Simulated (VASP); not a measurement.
Ca, 1 atom in the cell. The structure is cubic, space group Im-3m (No. 229). Conventional cell: a = 4.419 Å, b = 4.419 Å, c = 4.419 Å, α = 90.00°, β = 90.00°, γ = 90.00°. Ca (site symmetry m-3m) has 14 Ca at 3.83 to 4.42 Å within 5.0 Å. This isn't the form of Ca at room conditions, which is fcc.

| Quantity | Value |
| --- | --- |
| Program | VASP 6.6.1 |
| Task | relaxation of cell and atoms |
| Functional | PBE |
| Potentials or basis | VASP PAW PBE potentials, release 64 (Ca_sv) |
| Cutoff | 600 eV |
| k mesh | 12 × 12 × 12 |
| Occupations | fermi-dirac, width 0.08 eV |
| Spin | no spin polarisation |
| Target pressure | -0.37 GPa |
| Dipole correction | no |
| Further INCAR settings | ALGO = Normal; EDIFF = 1e-06; IBRION = 2; EDIFFG = -0.005; NSW = 60; ISIF = 3 |

Potentials or basis: VASP PAW PBE potentials, release 64 (Ca_sv).

Run with:

```sh
$ cat potpaw_PBE.64/Ca_sv/POTCAR > POTCAR
$ mpirun -np 1 vasp_std > vasp.out
```

Hardware: 1 thread of Intel Xeon 8259CL, with other jobs on the host.

Estimate the wall time of this run.

Run time: 51 s on 1 thread of Intel Xeon 8259CL (shared host), peak memory 0.2 GiB. Counts: scf iterations 15, k points 72, ion steps 2.
